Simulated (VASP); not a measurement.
Runs of VASP 6.6.1 on OsSe. The structure is that of space group F-43m (No. 216), or close to it. The cells are those of the table. 

```tsv
cell	gap on the mesh (eV)	pressure (GPa)	moment (μB)
a = 3.947 Å, angles 60.0°, 2 atoms	none	(c)	0.00
a = 4.006 Å, angles 60.0°, 2 atoms	none	-9.3	0.00
a = 3.843 Å, angles 60.0°, 2 atoms	none	(b)	0.00
a = 3.870 Å, angles 60.0°, 2 atoms	none	3.8	0.00
a = 3.896 Å, angles 60.0°, 2 atoms	none	(a)	0.01
a = 3.919 Å, angles 60.0°, 2 atoms	none	-1.9	0.01
a = 3.921 Å, angles 60.0°, 2 atoms	none	-2.1	0.00
a = 3.985 Å, angles 60.0°, 2 atoms	none	-7.7	0.00
```

Alike in all rows: task single point; level PBE; potentials or basis VASP PAW PBE potentials, release 64 (Os, Se); spin collinear; k mesh 10 × 10 × 10; cutoff (eV) 520; smearing gaussian 0.05 eV.

**Question.** Estimate the missing entries.

**Answer.** (a) 0.7; (b) 7.3; (c) -4.5.

Caveats: spin-orbit coupling is left out, which moves the levels of the heavy elements; the cell stands under tension (at least some runs); the cell stands under pressure (at least some runs).

A k mesh can miss the band edges, and the runs leave out spin-orbit coupling on Os, Se.

A gap of «none» marks levels without a gap at the run's occupations.
